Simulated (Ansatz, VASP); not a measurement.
**Two plane-wave programs on Si3N**

Contents of INCAR:

```
  ALGO = Normal
  DIPOL = 0.5 0.5 0.328
  EDIFF = 1E-6
  ENCUT = 520
  GGA = PE
  IDIPOL = 3
  ISIF = 2
  ISMEAR = 0
  IVDW = 12
  LASPH = T
  LCHARG = F
  LDIPOL = T
  LREAL = F
  LWAVE = F
  NBANDS = 27
  NELM = 100
  PREC = Accurate
  SIGMA = 0.05
```

Contents of KPOINTS:

```
k-points
0
Gamma
  7 5 1
```

Contents of POSCAR:

```
Si3N
1.0
    3.8333442755      0.0000000000      0.0000000000
    0.0000000000      5.4211674636      0.0000000000
    0.0000000000      0.0000000000     22.4877586337
Si N
6 2
Direct
    0.5000000000      0.0000000000      0.1778745523
    0.0000000000      0.2500000000      0.1778745523
    0.0000000000      0.5038839981      0.2608672216
    0.5000000000      0.7461160019      0.2608672216
    0.5000000000      0.0086033066      0.3418641564
    0.0000000000      0.2413966934      0.3418641564
    1.0000000000      0.0086033066      0.5063981173
    1.0000000000      0.0086033066      0.5553136192
```

Input for Ansatz:

```yaml
crystal:
  lattice:
    - [3.8333442755, 0.0, 0.0]
    - [0.0, 5.4211674636, 0.0]
    - [0.0, 0.0, 22.4877586337]
  atoms:
    - { symbol: Si, position: [0.5, 0.0, 0.1778745523] }
    - { symbol: Si, position: [0.0, 0.25, 0.1778745523] }
    - { symbol: Si, position: [0.0, 0.5038839981, 0.2608672216] }
    - { symbol: Si, position: [0.5, 0.7461160019, 0.2608672216] }
    - { symbol: Si, position: [0.5, 0.0086033066, 0.3418641564] }
    - { symbol: Si, position: [0.0, 0.2413966934, 0.3418641564] }
    - { symbol: "N", position: [1.0, 0.0086033066, 0.5063981173] }
    - { symbol: "N", position: [1.0, 0.0086033066, 0.5553136192] }
basis:
  ecutwfc: 420
kpoints:
  mp_grid: { grid: [7, 5, 1] }
hamiltonian:
  xc: pbe
  pseudopotentials: { kind: paw, azcp: { folder: soft_1 } }
  dispersion: d3bj
scf:
  occupations: { method: gaussian, width: 0.05 }
output:
  forces: true
  eigenvalues: true
efield:
  axis: 3
  dipole_correction: true
  ramp_width: 0.04
```

Alike in both runs: task single point; functional PBE; dispersion D3(BJ); k mesh 7 × 5 × 1; occupations gaussian, width 0.05 eV; no spin polarisation.

```csv
,VASP,Ansatz
version,VASP 6.6.1,Ansatz 0.2.0
potentials or method,"VASP PAW PBE potentials, release 64 (Si, N), cutoff 520 eV","scalar-relativistic, plane waves, PAW"
valence electrons in the cell,34,34
```

Ansatz gave:

- gap on the k mesh at the Fermi level (eV): none
- rms of the force components (eV/Å): 0.191

Q: Estimate VASP's values.

A: gap on the k mesh at the Fermi level (eV): none; rms of the force components (eV/Å): 0.637.

Atom by atom the forces differ by 0.519 eV/Å (rms over components). A gap of «none» marks a metal or a gap that the smearing closes. One of these differences is far larger than is usual between the two programs; its cause wasn't traced.

Noted on VASP's run: the standard files for N, O and F lose accuracy on very short bonds.
